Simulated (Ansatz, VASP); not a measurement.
# HfTi15 in VASP and in Ansatz

```xyz
16
Lattice="5.9000 0.0000 0.0000 -2.9500 5.1095 0.0000 0.0000 0.0000 9.3600" Properties=species:S:1:pos:R:3 pbc="T T T"
Ti   -0.0200    1.7147    1.1259
Ti   -0.0200    1.7147    5.8941
Ti    1.4750    0.8516    8.1900
Ti   -1.4750    4.2349    1.1259
Ti   -0.0223    3.3935    3.5100
Ti   -1.4750    4.2349    5.8941
Ti    0.0097    3.4120    8.1900
Ti    2.9700    1.7147    1.1259
Ti    4.4250    0.8774    3.5100
Ti    2.9700    1.7147    5.8941
Ti    4.4250    0.8403    8.1900
Ti    1.4750    4.2580    1.1727
Ti    2.9723    3.3935    3.5100
Ti    1.4750    4.2580    5.8473
Ti    2.9403    3.4120    8.1900
Hf    1.4750    0.8516    3.5100
```

Alike in both runs: functional PBE; k mesh 3 × 3 × 2; no spin polarisation.

Ansatz relaxed the structure, and its values are those at the end. VASP's run is a single point on that final structure, the one shown.

```csv
,VASP,Ansatz
version,VASP 6.6.1,Ansatz 0.2.0
potentials or method,"VASP PAW PBE potentials, release 64 (Ti_sv, Hf_pv), cutoff 400 eV","plane waves, PAW"
occupations,"methfessel-paxton of order 1, width 0.1 eV","cold, width 0.1 eV"
valence electrons in the cell,190,206
```

```csv
,VASP,Ansatz,Ansatz less VASP
gap on the k mesh at the Fermi level (eV),none,none,-
rms of the force components (eV/Å),0.012,0.014,+0.0014
```

A gap of «none» marks a metal or a gap that the smearing closes. VASP's potentials hold 190 valence electrons a cell and Ansatz's 206, so a difference there can come from the potentials and not from the codes.

The k mesh is coarse, so the values compare programs but aren't converged. Neither program's run includes spin-orbit coupling.
